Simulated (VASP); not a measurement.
Input of a VASP 6.6.1 run:

INCAR

```
PREC = Accurate ; ENCUT = 600
EDIFF = 1E-6 ; ISMEAR = 0
SIGMA = 0.1 ; LREAL = False
LASPH = True ; NELM = 120
ALGO = Normal ; ISIF = 2
LWAVE = False ; LCHARG = True
LELF = True ; LVHAR = True
NBANDS = 16 ; GGA_COMPAT = False
```

Contents of KPOINTS:

```
Automatic mesh
0
Gamma
  6 6 4
```

POSCAR

```
MgO
1.0
    2.9420219319      0.0000000000      0.0000000000
    0.0000000000      2.9420219319      0.0000000000
    0.0000000000      0.0000000000      4.1606473400
Mg O
2 2
Direct
    0.0000000000      0.0000000000      0.0000000000
    0.5000000000      0.5000000000      0.5000000000
    0.5000000000      0.5000000000      0.0000000000
    0.0000000000      1.0000000000      0.5000000000
```

Potentials or basis: VASP PAW LDA potentials, release 64 (Mg, O).

The run is started by

```sh
$ cat potpaw_LDA.64/Mg/POTCAR potpaw_LDA.64/O/POTCAR > POTCAR
$ mpirun -np 1 vasp_std > vasp.out
```

(1) What does it give for the pressure?

(2) What does it give for the band gap on the k mesh?

## Answers

(1) -2.2 GPa.

(2) 5.03 eV.
